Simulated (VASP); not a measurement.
# AlP (km) (F-43m) in VASP: single point with PBEsol

Aim: the single point of AlP (km) with PBEsol.

All numbers are computed with VASP 6.6.1; they aren't measurements. Logs are shortened: lines on timing, memory, paths and dates and some standing lists are left out, and cuts for length are marked.

**1. The cell of the first run**

Symmetry: F-43m, No. 216, cubic system. Conventional cell: a = 5.470 Å, b = 5.470 Å, c = 5.470 Å, α = 90.00°, β = 90.00°, γ = 90.00°. Within 3.1 Å of Al (site symmetry -43m) lie 4 P at 2.37 Å. P (site symmetry -43m) has 4 Al at 2.37 Å within 3.1 Å.

**2. Single point, PBEsol**

Contents of INCAR:

```
  PREC = Accurate
  ENCUT = 500
  EDIFF = 1E-6
  ISMEAR = 0
  SIGMA = 0.02
  LREAL = F
  LASPH = T
  NELM = 120
  ALGO = Normal
  ISIF = 2
  LWAVE = F
  LCHARG = F
  GGA = PS
  NBANDS = 11
  GGA_COMPAT = F
```

Contents of KPOINTS:

```
regular mesh
0
Gamma
  4 4 4
```

Contents of POSCAR:

```
AlP
1.0
    0.0000000000      2.7351565840      2.7351565840
    2.7351565840      0.0000000000      2.7351565840
    2.7351565840      2.7351565840      0.0000000000
Al P
1 1
Direct
    0.0000000000      0.0000000000      0.0000000000
    0.2500000000      0.2500000000      0.2500000000
```

Potentials or basis: VASP PAW PBE potentials, release 64 (Al, P).

Started as:

```console
> cat potpaw_PBE.64/Al/POTCAR potpaw_PBE.64/P/POTCAR > POTCAR
> mpirun -np 1 vasp_std > vasp.out
```

OUTCAR:

```text
PREC = Accurate
   ENCUT = 500
   EDIFF = 1E-6
   ISMEAR = 0
   LREAL = F
   LASPH = T
   NELM = 120
   ISIF = 2
   GGA = PS

 ion  position               nearest neighbor table
   1  0.000  0.000  0.000-   2 2.37   2 2.37   2 2.37   2 2.37
   2  0.250  0.250  0.250-   1 2.37   1 2.37   1 2.37   1 2.37

  LATTYP: Found a face centered cubic cell.
 ALAT       =     5.4703131680

  Lattice vectors:

 A1 = (   0.0000000000,   2.7351565840,   2.7351565840)
 A2 = (   2.7351565840,   0.0000000000,   2.7351565840)
 A3 = (   2.7351565840,   2.7351565840,   0.0000000000)

Analysis of symmetry for initial positions (statically):
=====================================================================
 Subroutine PRICEL returns:
 Original cell was already a primitive cell.

 Routine SETGRP: Setting up the symmetry group for a
 face centered cubic supercell.

 Subroutine GETGRP returns: Found 24 space group operations
 (whereof 24 operations were pure point group operations)
 out of a pool of 48 trial point group operations.

The static configuration has the point symmetry T_d .

Analysis of symmetry for dynamics (positions and initial velocities):
=====================================================================
 Subroutine PRICEL returns:
 Original cell was already a primitive cell.

 Routine SETGRP: Setting up the symmetry group for a
 face centered cubic supercell.

 Subroutine GETGRP returns: Found 24 space group operations
 (whereof 24 operations were pure point group operations)
 out of a pool of 48 trial point group operations.

The dynamic configuration has the point symmetry T_d .

 Subroutine INISYM returns: Found 24 space group operations
 (whereof 24 operations are pure point group operations),
 and found     1 'primitive' translations

----------------------------------------------------------------------------------------

                                     Primitive cell

  volume of cell :      40.9239

  direct lattice vectors                    reciprocal lattice vectors
     0.000000000  2.735156584  2.735156584    -0.182804891  0.182804891  0.182804891
     2.735156584  0.000000000  2.735156584     0.182804891 -0.182804891  0.182804891
     2.735156584  2.735156584  0.000000000     0.182804891  0.182804891 -0.182804891

  length of vectors
     3.868095536  3.868095536  3.868095536     0.316627358  0.316627358  0.316627358

  position of ions in fractional coordinates (direct lattice)
     0.000000000  0.000000000  0.000000000
     0.250000000  0.250000000  0.250000000

  ion indices of the primitive-cell ions
   primitive index   ion index
                 1           1
                 2           2

----------------------------------------------------------------------------------------

 KPOINTS: regular mesh

Automatic generation of k-mesh.
 Grid dimensions read from file:
 generate k-points for:    4    4    4

 Generating k-lattice:

  Cartesian coordinates                     Fractional coordinates (reciprocal lattice)
    -0.045701223  0.045701223  0.045701223     0.250000000  0.000000000  0.000000000
     0.045701223 -0.045701223  0.045701223     0.000000000  0.250000000  0.000000000
     0.045701223  0.045701223 -0.045701223     0.000000000  0.000000000  0.250000000

  Length of vectors
     0.079156840  0.079156840  0.079156840

  Shift w.r.t. Gamma in fractional coordinates (k-lattice)
     0.000000000  0.000000000  0.000000000

 Subroutine IBZKPT returns following result:
 ===========================================

 Found      8 irreducible k-points:

 Following reciprocal coordinates:
            Coordinates               Weight
  0.000000  0.000000  0.000000      1.000000
  0.250000  0.000000  0.000000      8.000000
  0.500000  0.000000  0.000000      4.000000
  0.250000  0.250000  0.000000      6.000000
  0.500000  0.250000  0.000000     24.000000
 -0.250000  0.250000  0.000000     12.000000
  0.500000  0.500000  0.000000      3.000000
 -0.250000  0.500000  0.250000      6.000000
   k-points           NKPTS =      8   k-points in BZ     NKDIM =      8   number of bands    NBANDS=     11
   number of dos      NEDOS =    301   number of ions     NIONS =      2
   total plane-waves  NPLWV =  21952
   dimension x,y,z NGX =    28 NGY =   28 NGZ =   28
   dimension x,y,z NGXF=    56 NGYF=   56 NGZF=   56
   ions per type =               1   1
   NGX,Y,Z   is equivalent  to a cutoff of  12.03, 12.03, 12.03 a.u.
   NGXF,Y,Z  is equivalent  to a cutoff of  24.07, 24.07, 24.07 a.u.
 SYSTEM =  unknown system
   PREC   = accura    normal or accurate (medium, high low for compatibility)
   ISTART =      0    job   : 0-new  1-cont  2-samecut
   ICHARG =      2    charge: 1-file 2-atom 10-const
   ISPIN  =      1    spin polarized calculation?
   LNONCOLLINEAR =      F non collinear calculations
   LSORBIT =      F    spin-orbit coupling
   LASPH  =      T    aspherical Exc in radial PAW
   ENCUT  =  500.0 eV  36.75 Ry    6.06 a.u.   7.05  7.05  7.05*2*pi/ulx,y,z
   NELM   =    120;   NELMIN=  2; NELMDL= -5     # of ELM steps
   EDIFF  = 0.1E-05   stopping-criterion for ELM
   LREAL  =      F    real-space projection
   EDIFFG = 0.1E-04   stopping-criterion for IOM
   NSW    =      0    number of steps for IOM
   IBRION =     -1    ionic relax: 0-MD 1-quasi-New 2-CG
   NFREE  =      0    steps in history (QN), initial steepest desc. (CG)
   ISIF   =      2    stress and relaxation
   ISYM   =      2    0-nonsym 1-usesym 2-fastsym
   POTIM  = 0.5000    time-step for ionic-motion
   TEBEG  =    0.0;   TEEND  =   0.0 temperature during run
   PSTRESS=    0.0 pullay stress
   NELECT =       8.0000    total number of electrons
   NUPDOWN=      -1.0000    fix difference up-down
   EMIN   =  10.00;   EMAX   =-10.00  energy-range for DOS
   EFERMI =   0.00;   METHOD = LEGACY
   ISMEAR =     0;   SIGMA  =   0.02  broadening in eV -4-tet -1-fermi 0-gaus
   EFERMI_NEDOS =   21; number of points for ismear=-14 and -15
   IALGO  =     38    algorithm
   IMIX   =      4    mixing-type and parameters
     AMIX     =   0.40;   BMIX     =  1.00
     AMIX_MAG =   1.60;   BMIX_MAG =  1.00
  volume/ion in A,a.u.               =      20.46       138.08
  Fermi-wavevector in a.u.,A,eV,Ry     =   0.950122  1.795470 12.282408  0.902732
  Thomas-Fermi vector in A             =   2.078469
   LORBIT       =      0    0 simple, 1 ext, 2 COOP (PROOUT), +10 PAW based schemes
   GGA     = PS    functional components
   LHFCALC =     F    Hartree Fock is set to
   AEXX    =    0.0000 exact exchange contribution
   IVDW    =     0    specifies the selected vdW correction
   LEPSILON=     F    determine dielectric tensor
   LRPA    =     F    only Hartree local field effects (RPA)
 non-spin polarized calculation
 Gauss-broadening in eV      SIGMA  =   0.02
  energy-cutoff  :      500.00
  volume of cell :       40.92
 maximum number of plane-waves:      1056
   NGX = 15   NGY = 15   NGZ = 15

 number of electron       8.0000000 magnetization

 Free energy of the ion-electron system (eV)
  ---------------------------------------------------
  ext. energy  EPLUGINS =         0.00000000
  ---------------------------------------------------
  free energy    TOTEN  =       -10.89411416 eV

  energy without entropy =      -10.89411416  energy(sigma->0) =      -10.89411416

 E-fermi :   4.6289     XC(G=0):  -9.3289

 val. band max:        4.5242050839   @ k =   0.0000   0.0000   0.0000
 cond. band min:       5.9431617317   @ k =   0.5000   0.5000   0.0000
 fundamental gap:      1.4189566478
 Fermi energy:         4.6288598075

 k-point     1 :       0.0000    0.0000    0.0000
  band No.  band energies     occupation
      1      -6.9774      2.00000
      2       4.5242      2.00000
      3       4.5242      2.00000
      4       4.5242      2.00000
      5       7.6697      0.00000
      6       9.0004      0.00000
      7       9.0004      0.00000
      8       9.0004      0.00000
      9      13.2961      0.00000
     10      13.2961      0.00000
     11      14.5526      0.00000

 k-point     2 :       0.2500    0.0000    0.0000
  band No.  band energies     occupation
      1      -6.3170      2.00000
      2       1.3163      2.00000
      3       4.0775      2.00000
      4       4.0775      2.00000
      5       7.7286      0.00000
      6       9.5856      0.00000
      7       9.5856      0.00000
      8      11.3215      0.00000
      9      12.7542      0.00000
     10      12.7542      0.00000
     11      14.6502      0.00000

 k-point     3 :       0.5000    0.0000    0.0000
  band No.  band energies     occupation
      1      -5.2849      2.00000
      2      -1.0517      2.00000
      3       3.7558      2.00000
      4       3.7558      2.00000
      5       7.2158      0.00000
      6       9.2422      0.00000
      7       9.2422      0.00000
      8      12.5651      0.00000
      9      16.0027      0.00000
     10      16.0027      0.00000
     11      16.1575      0.00000

 k-point     4 :       0.2500    0.2500    0.0000
  band No.  band energies     occupation
      1      -6.0899      2.00000
      2       1.6098      2.00000
      3       3.2202      2.00000
      4       3.2202      2.00000
      5       7.2626      0.00000
      6       8.4784      0.00000
      7      11.5275      0.00000
      8      11.5275      0.00000
      9      12.3802      0.00000
     10      14.4738      0.00000
     11      18.0226      0.00000

 k-point     5 :       0.5000    0.2500    0.0000
  band No.  band energies     occupation
      1      -5.0211      2.00000
      2      -0.4108      2.00000
      3       1.8247      2.00000
      4       2.9603      2.00000
      5       7.1810      0.00000
      6       9.7242      0.00000
      7      11.3124      0.00000
      8      11.5550      0.00000
      9      15.1872      0.00000
     10      16.0580      0.00000
     11      17.7359      0.00000

 k-point     6 :      -0.2500    0.2500    0.0000
  band No.  band energies     occupation
      1      -5.4095      2.00000
      2       0.1497      2.00000
      3       1.6555      2.00000
      4       3.6752      2.00000
      5       8.1758      0.00000
      6      10.4999      0.00000
      7      10.6367      0.00000
      8      11.0178      0.00000
      9      12.0582      0.00000
     10      15.4572      0.00000
     11      17.6439      0.00000

 k-point     7 :       0.5000    0.5000    0.0000
  band No.  band energies     occupation
      1      -4.6176      2.00000
      2      -0.8163      2.00000
      3       2.4012      2.00000
      4       2.4012      2.00000
      5       5.9432      0.00000
      6       6.8682      0.00000
      7      15.4498      0.00000
      8      15.4498      0.00000
      9      16.4114      0.00000
     10      16.5671      0.00000
     11      16.5671      0.00000

 k-point     8 :      -0.2500    0.5000    0.2500
  band No.  band energies     occupation
      1      -4.5663      2.00000
      2      -0.4195      2.00000
      3       1.3073      2.00000
      4       1.6621      2.00000
      5       8.7232      0.00000
      6      10.3900      0.00000
      7      10.5475      0.00000
      8      10.7757      0.00000
      9      15.6592      0.00000
     10      16.4408      0.00000
     11      17.6716      0.00000

------------------------ aborting loop because EDIFF is reached ----------------------------------------

  FORCE on cell =-STRESS in cart. coord.  units (eV):
  Direction    XX          YY          ZZ          XY          YZ          ZX
  --------------------------------------------------------------------------------------
  -------------------------------------------------------------------------------------
  Total        0.1160639      0.1160639      0.1160639     -0.0000000     -0.0000000     -0.0000000
  in kB        4.5439252      4.5439252      4.5439252     -0.0000000     -0.0000000     -0.0000000
  external PRESSURE =       4.5439252 kB  Pullay stress =       0.0000000 kB

 VOLUME and BASIS-vectors are now :
 -----------------------------------------------------------------------------
  energy-cutoff  :      500.00
  volume of cell :       40.92
      direct lattice vectors                 reciprocal lattice vectors
     0.000000000  2.735156584  2.735156584    -0.182804891  0.182804891  0.182804891
     2.735156584  0.000000000  2.735156584     0.182804891 -0.182804891  0.182804891
     2.735156584  2.735156584  0.000000000     0.182804891  0.182804891 -0.182804891

 POSITION                                       TOTAL-FORCE (eV/Angst)
 -----------------------------------------------------------------------------------
      0.00000      0.00000      0.00000         0.000000      0.000000      0.000000
      1.36758      1.36758      1.36758        -0.000000     -0.000000     -0.000000
 -----------------------------------------------------------------------------------
    total drift:                                0.000000      0.000000      0.000000

  FREE ENERGIE OF THE ION-ELECTRON SYSTEM (eV)
  ---------------------------------------------------
  free  energy   TOTEN  =       -10.8941141582 eV

  energy  without entropy=      -10.8941141582  energy(sigma->0) =      -10.89411416
```

Wall time 6.7 s (1 thread of Intel Xeon 8259CL, shared host); peak memory 0.14 GiB.

Results:

| Property | Result |
| --- | --- |
| Free energy | -10.8941 eV |
| Pressure | 0.5 GPa |
| Band gap on the k mesh | 1.42 eV, indirect (least direct gap 3.15 eV) |

Caveat: the k points lie up to 0.50 Å⁻¹ apart; the PAW data sets were made with another functional, which shifts forces and pressure a little. A k mesh can miss the band edges.
